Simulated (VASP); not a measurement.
Set up this calculation in VASP 6.6.1, as the native input.

| Item | Value |
| --- | --- |
| Task | density of states |
| Functional | PBEsol |
| Potentials or basis | VASP PAW PBE potentials, release 64 (Si) |
| Cutoff | 520 eV |
| k mesh | 12 × 12 × 12 |
| Occupations | fermi-dirac, width 0.08 eV |
| Spin | no spin polarisation |
| Dipole correction | no |
| k mesh for the DOS | 18 × 18 × 18 |
| Occupations for the DOS | tetrahedron |
| Further INCAR settings | ALGO = Normal; EDIFF = 1e-06 |

Crystal: Si.

```
Si
1.0
     0.00000    2.71655    2.71655
     2.71655    0.00000    2.71655
     2.71655    2.71655    0.00000
Si
2
Direct
  0.87500 0.87500 0.87500
  0.12500 0.12500 0.12500
```

The input as run:

POSCAR

```
Si
1.0
    0.0000000000      2.7165474571      2.7165474571
    2.7165474571      0.0000000000      2.7165474571
    2.7165474571      2.7165474571      0.0000000000
Si
2
Direct
   -0.1250000000     -0.1250000000     -0.1250000000
    0.1250000000      0.1250000000      0.1250000000
```

INCAR.step1

```
ALGO     = Normal         # electronic algorithm
EDIFF    = 1E-6           # SCF threshold, eV
ENCUT    = 520            # plane-wave cutoff, eV
GGA      = PS             # functional
ISIF     = 2              # what is computed and relaxed
ISMEAR   = -1             # smearing method
LASPH    = T              # aspherical terms in the spheres
LCHARG   = T              # write CHGCAR
LREAL    = F              # projectors in reciprocal space
LWAVE    = F              # write WAVECAR
NBANDS   = 11             # bands
NELM     = 60             # most SCF steps
PREC     = Accurate       # precision mode
SIGMA    = 0.08           # smearing width, eV
```

KPOINTS.step1

```
k-points
0
Gamma
  12 12 12
```

INCAR.step2

```
ALGO     = Normal         # electronic algorithm
EDIFF    = 1E-6           # SCF threshold, eV
ENCUT    = 520            # plane-wave cutoff, eV
GGA      = PS             # functional
ICHARG   = 11             # starting density
ISIF     = 2              # what is computed and relaxed
ISMEAR   = -5             # smearing method
LASPH    = T              # aspherical terms in the spheres
LCHARG   = F              # write CHGCAR
LORBIT   = 10             # projections on sites
LREAL    = F              # projectors in reciprocal space
LWAVE    = F              # write WAVECAR
NEDOS    = 2001           # points of the DOS
NELM     = 60             # most SCF steps
PREC     = Accurate       # precision mode
SIGMA    = 0.08           # smearing width, eV
```

KPOINTS.step2

```
k-points
0
Gamma
  18 18 18
```

Potentials or basis: VASP PAW PBE potentials, release 64 (Si).

Launch:

```console
$ cat potpaw_PBE.64/Si/POTCAR > POTCAR
$ cp INCAR.step1 INCAR
$ cp KPOINTS.step1 KPOINTS
$ mpirun -np 1 vasp_std > vasp.out
$ cp INCAR.step2 INCAR
$ cp KPOINTS.step2 KPOINTS
$ mpirun -np 1 vasp_std > vasp.out
```

Results of the run:

| Property | Result |
| --- | --- |
| Valence electrons inside the program's atomic spheres | Si 1.69 |

Wall time 80 s on 1 thread of AMD EPYC 7R13 Processor (Zen 3), on a shared host, peak memory 0.15 GiB.
